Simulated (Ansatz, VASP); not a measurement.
Na in VASP and in Ansatz

```
Na
1.0
    -2.14234    2.19809    2.19809
     2.13552   -2.11339    2.10657
     2.13552    2.10657   -2.11339
Na
1
Direct
  0.00000 0.00000 0.00000
```

Alike in both runs: task single point; functional PBE; k mesh 12 × 12 × 12; occupations gaussian, width 0.1 eV; no spin polarisation.

|  | VASP | Ansatz |
| --- | --- | --- |
| version | VASP 6.6.1 | Ansatz 0.2.0 |
| potentials or method | VASP PAW PBE potentials, release 64 (Na_pv), cutoff 520 eV | scalar-relativistic, plane waves, PAW |
| valence electrons in the cell | 7 | 9 |

```csv
,VASP,Ansatz,Ansatz less VASP
gap on the k mesh at the Fermi level (eV),none,none,-
pressure (GPa),-0.6,-0.5,+0.10
"traceless stress, the component that is largest in VASP (GPa)",-0.15,-0.15,+0.001
```

A gap of «none» marks a metal or a gap that the smearing closes. VASP's potentials hold 7 valence electrons a cell and Ansatz's 9, so a difference there can come from the potentials and not from the codes.
